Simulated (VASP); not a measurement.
# CdS (Fm-3m) in VASP: further runs, part 2 of 2

VASP 6.6.1.

**4. Single point, PBE, non-collinear spin, zero start, spin-orbit coupling**

This run uses another cell than the first one, of 20.27 Å³/atom, 0.978 times its volume.

INCAR

```
SYSTEM = CdS
  PREC = Accurate
  ENCUT = 520
  EDIFF = 1E-6
  ISMEAR = -1
  SIGMA = 0.02
  LREAL = .False.
  LASPH = .True.
  NELM = 150
  ALGO = Normal
  ISIF = 2
  LWAVE = .False.
  LCHARG = .False.
  MAGMOM = 0 0 0 0 0 0
  LORBIT = 11
  LSORBIT = .True.
  GGA_COMPAT = .False.
  LORBMOM = .True.
  GGA = PE
  NBANDS = 30
```

KPOINTS

```
Automatic mesh
0
Gamma
  8 8 8
  0 0 0
```

POSCAR

```
CdS
1.0
    0.0000000000      2.7267765870      2.7267765870
    2.7267765870      0.0000000000      2.7267765870
    2.7267765870      2.7267765870      0.0000000000
Cd S
1 1
Direct
    0.0000000000      0.0000000000      0.0000000000
    0.5000000000      0.5000000000      0.5000000000
```

Potentials or basis: VASP PAW PBE potentials, release 64 (Cd, S).

The run is started by

```bash
$ cat potpaw_PBE.64/Cd/POTCAR potpaw_PBE.64/S/POTCAR > POTCAR
$ mpirun -np 1 vasp_ncl > vasp.out
```

OUTCAR:

```text
SYSTEM = CdS
   PREC = Accurate
   ENCUT = 520
   EDIFF = 1E-6
   ISMEAR = -1
   LREAL = .False.
   LASPH = .True.
   NELM = 150
   ISIF = 2
   LORBIT = 11
   LSORBIT = .True.
   GGA = PE

 ion  position               nearest neighbor table
   1  0.000  0.000  0.000-   2 2.73   2 2.73   2 2.73   2 2.73   2 2.73   2 2.73
   2  0.500  0.500  0.500-   1 2.73   1 2.73   1 2.73   1 2.73   1 2.73   1 2.73

  LATTYP: Found a face centered cubic cell.
 ALAT       =     5.4535531740

  Lattice vectors:

 A1 = (   0.0000000000,   2.7267765870,   2.7267765870)
 A2 = (   2.7267765870,   0.0000000000,   2.7267765870)
 A3 = (   2.7267765870,   2.7267765870,   0.0000000000)

Analysis of symmetry for initial positions (statically):
=====================================================================
 Subroutine PRICEL returns:
 Original cell was already a primitive cell.

 Routine SETGRP: Setting up the symmetry group for a
 face centered cubic supercell.

 Subroutine GETGRP returns: Found 48 space group operations
 (whereof 48 operations were pure point group operations)
 out of a pool of 48 trial point group operations.

The static configuration has the point symmetry O_h .

Analysis of symmetry for dynamics (positions and initial velocities):
[... 1053 lines left out ...]
     0.0000000     0.0000000     0.0000000     0.0000000     0.0000000     0.0000000     0.0000000
     0.0000000     0.0000000     0.0000000     0.0000000     0.0000000     0.0000000     0.0000000
     0.0000000     0.0000000     0.0000000     0.0000000     0.0000000     0.0000000     0.0000000
     0.0000000     0.0000000     0.0000000     0.0000000     0.0000000     0.0000000     0.0000000

 Ion:    2  E_soc:     -0.0020599
 l=   1
     0.0000000    -0.0003433    -0.0003433
    -0.0003433     0.0000000    -0.0003433
    -0.0003433    -0.0003433     0.0000000
 l=   2
     0.0000000     0.0000000     0.0000000     0.0000000     0.0000000
     0.0000000     0.0000000     0.0000000     0.0000000     0.0000000
     0.0000000     0.0000000     0.0000000     0.0000000     0.0000000
     0.0000000     0.0000000     0.0000000     0.0000000     0.0000000
     0.0000000     0.0000000     0.0000000     0.0000000     0.0000000
 l=   3
     0.0000000     0.0000000     0.0000000     0.0000000     0.0000000     0.0000000     0.0000000
     0.0000000     0.0000000     0.0000000     0.0000000     0.0000000     0.0000000     0.0000000
     0.0000000     0.0000000     0.0000000     0.0000000     0.0000000     0.0000000     0.0000000
     0.0000000     0.0000000     0.0000000     0.0000000     0.0000000     0.0000000     0.0000000
     0.0000000     0.0000000     0.0000000     0.0000000     0.0000000     0.0000000     0.0000000
     0.0000000     0.0000000     0.0000000     0.0000000     0.0000000     0.0000000     0.0000000
     0.0000000     0.0000000     0.0000000     0.0000000     0.0000000     0.0000000     0.0000000

 total charge

# of ion       s       p       d       tot
------------------------------------------
    1        0.376   0.252   9.586  10.214
    2        1.340   2.378   0.000   3.717
--------------------------------------------------
tot          1.715   2.630   9.586  13.931

 magnetization (x)

# of ion       s       p       d       tot
------------------------------------------
    1        0.000   0.000   0.000   0.000
    2       -0.000   0.000   0.000  -0.000
--------------------------------------------------
tot          0.000   0.000   0.000   0.000

 magnetization (y)

# of ion       s       p       d       tot
------------------------------------------
    1        0.000   0.000   0.000   0.000
    2       -0.000   0.000   0.000  -0.000
--------------------------------------------------
tot          0.000   0.000   0.000   0.000

 magnetization (z)

# of ion       s       p       d       tot
------------------------------------------
    1       -0.000  -0.000   0.000  -0.000
    2        0.000   0.000   0.000   0.000
--------------------------------------------------
tot         -0.000  -0.000   0.000  -0.000
```

OSZICAR:

```text
N       E                     dE             d eps       ncg     rms          rms(c)
DAV:   1     0.130005139971E+03    0.13001E+03   -0.89969E+03  1772   0.115E+03
DAV:   2     0.169426936232E+00   -0.12984E+03   -0.12215E+03  1930   0.298E+02
DAV:   3    -0.642034598525E+01   -0.65898E+01   -0.65417E+01  2030   0.699E+01
DAV:   4    -0.646948657209E+01   -0.49141E-01   -0.49122E-01  1998   0.587E+00
DAV:   5    -0.647001762581E+01   -0.53105E-03   -0.53104E-03  2104   0.606E-01    0.777E+00
DAV:   6    -0.591690497998E+01    0.55311E+00   -0.80369E-01  2178   0.126E+01    0.645E+00
DAV:   7    -0.589739144421E+01    0.19514E-01   -0.26518E-01  1992   0.376E+00    0.335E+00
DAV:   8    -0.589674462227E+01    0.64682E-03   -0.24772E-02  1912   0.207E+00    0.438E-01
DAV:   9    -0.589606244980E+01    0.68217E-03   -0.25969E-03  2042   0.794E-01    0.236E-01
DAV:  10    -0.589613510569E+01   -0.72656E-04   -0.37122E-04  1980   0.155E-01    0.562E-02
DAV:  11    -0.589617181227E+01   -0.36707E-04   -0.17060E-04  2106   0.158E-01    0.352E-02
DAV:  12    -0.589616311444E+01    0.86978E-05   -0.36433E-05  1920   0.690E-02    0.969E-03
DAV:  13    -0.589616331372E+01   -0.19928E-06   -0.35138E-06  1948   0.141E-02
   1 F= -.58961633E+01 E0= -.58961552E+01  d E =-.161384E-04  mag=     0.0000    -0.0000    -0.0000
```

It took 73 s on 1 thread of Intel Xeon Platinum 8375C at 2.90GHz (Ice Lake), shared host; peak memory 0.29 GiB.

What came out:

| Item | Value |
| --- | --- |
| Free energy | -5.8962 eV |
| Pressure | 2.1 GPa |
| Net moment | 0.00 μB per cell |
| Valence electrons inside the program's atomic spheres | Cd 10.21; S 3.72 |

Moments on the atoms (μB; x, y, z):
```
Cd  0.00 0.00 0.00
S   0.00 0.00 0.00
```

**5. The runs side by side**

| task | level | potentials or basis | spin | cell | cutoff (eV) | gap on the mesh (eV) | pressure (GPa) | relaxed volume (Å³/atom) |
| --- | --- | --- | --- | --- | --- | --- | --- | --- |
| relaxation of cell and atoms | LDA | VASP PAW LDA potentials, release 64 (Cd, S) | off | relaxed from a = 3.885 Å, angles 60.0°, 2 atoms | 600 | none | 0.0 | 19.17 |
| relaxation of cell and atoms | r2SCAN | VASP PAW PBE potentials, release 64 (Cd, S) | off | relaxed from a = 3.885 Å, angles 60.0°, 2 atoms | 600 | 0.73 | 0.0 | 20.38 |
| single point | PBE | VASP PAW PBE potentials, release 64 (Cd, S) | non-collinear, zero start, SOC | a = 3.856 Å, angles 60.0°, 2 atoms | 520 | - | 2.1 | - |

Alike in all rows: k mesh 8 × 8 × 8; smearing fermi-dirac 0.02 eV.

Caveats: the PAW data sets were made with another functional, which shifts forces and pressure a little (some runs).

Absolute energies hang on the potentials; compare differences alone.
